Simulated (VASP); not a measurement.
Runs of VASP 6.6.1 on NaCl. The structure is that of space group F-43m (No. 216), or close to it. The cells are those of the table. 

```tsv
task	level	potentials or basis	cell	k mesh	cutoff (eV)	smearing	gap on the mesh (eV)	pressure (GPa)
single point	LDA	VASP PAW LDA potentials, release 64 (Na_pv, Cl)	a = 4.262 Å, angles 60.0°, 2 atoms	6 × 6 × 6	520	fermi-dirac 0.02 eV	4.71	0.0
single point	r2SCAN	VASP PAW PBE potentials, release 64 (Na_pv, Cl)	a = 4.366 Å, angles 60.0°, 2 atoms	8 × 8 × 8	520	gaussian 0.01 eV	5.57	-0.1
single point	PBE	VASP PAW PBE potentials, release 64 (Na_pv, Cl)	a = 4.366 Å, angles 60.0°, 2 atoms	4 × 4 × 4	520	gaussian 0.01 eV	4.94	0.7
relaxation of cell and atoms	PBEsol	VASP PAW PBE potentials, release 64 (Na_pv, Cl)	relaxed from a = 4.422 Å, angles 60.0°, 2 atoms	6 × 6 × 6	600	fermi-dirac 0.02 eV	(b)	0.0
single point	LDA	VASP PAW LDA potentials, release 64 (Na_pv, Cl)	a = 4.366 Å, angles 60.0°, 2 atoms	8 × 8 × 8	520	gaussian 0.01 eV	4.55	(a)
```

Alike in all rows: no spin polarisation.

Fill in the values left out.

(a) -1.3; (b) 4.84.

Caveats: some runs use coarse meshes; the structure was generated, so it needn't be the stable form of NaCl; the PAW data sets were made with another functional, which shifts forces and pressure a little (at least some runs).

A k mesh can miss the band edges.
